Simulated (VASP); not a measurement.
A run of VASP 6.6.1 is set up as follows.

Contents of INCAR:

```
SYSTEM = TePb
PREC     = Accurate       ! precision mode
ENCUT    = 450            ! plane-wave cutoff, eV
EDIFF    = 1E-7           ! SCF threshold, eV
ISMEAR   = 0              ! smearing method
SIGMA    = 0.01           ! smearing width, eV
LREAL    = .FALSE.        ! projectors in reciprocal space
LASPH    = .TRUE.         ! aspherical terms in the spheres
NELM     = 120            ! most SCF steps
ALGO     = Normal         ! electronic algorithm
ISIF     = 2              ! what is computed and relaxed
LWAVE    = .FALSE.        ! write WAVECAR
LCHARG   = .FALSE.        ! write CHGCAR
GGA      = LIBXC          ! functional
LIBXC1   = GGA_X_PBE    
LIBXC2   = LDA_C_PW     
IBRION   = 2              ! ionic algorithm
NSW      = 80             ! ionic steps
EDIFFG   = -0.02          ! ionic threshold
GGA_COMPAT= .FALSE.      
NELMIN   = 4
```

KPOINTS

```
Automatic mesh
0
G
  5 5 5
  0 0 0
```

The input POSCAR:

```
TePb
1.0
    0.0000000000      3.2310000000      3.2310000000
    3.2310000000      0.0000000000      3.2310000000
    3.2310000000      3.2310000000      0.0000000000
Pb Te
1 1
Direct
   -0.0037870000      0.0065530000     -0.0046550000
    0.4921380000      0.5006470000      0.5007770000
```

Potentials or basis: VASP PAW PBE potentials, release 64 (Pb_d, Te).

The run is started by

```console
$ cat potpaw_PBE.64/Pb_d/POTCAR potpaw_PBE.64/Te/POTCAR > POTCAR
$ mpirun -np 1 vasp_std > vasp.out
```

Q: What does it give for the band gap on the k mesh?

A: 1.38 eV.

Final structure:
```
Pb Te
1.0
     0.00000    3.23100    3.23100
     3.23100    0.00000    3.23100
     3.23100    3.23100    0.00000
Pb Te
1 1
Direct
  0.99621 0.00655 0.99534
  0.49214 0.50065 0.50078
```

Caveat: the cell differs from its parent crystal (atoms moved at random); the relaxation stopped at its first step, so nothing moved; spin-orbit coupling is left out, which moves the levels of the heavy elements. A k mesh can miss the band edges.
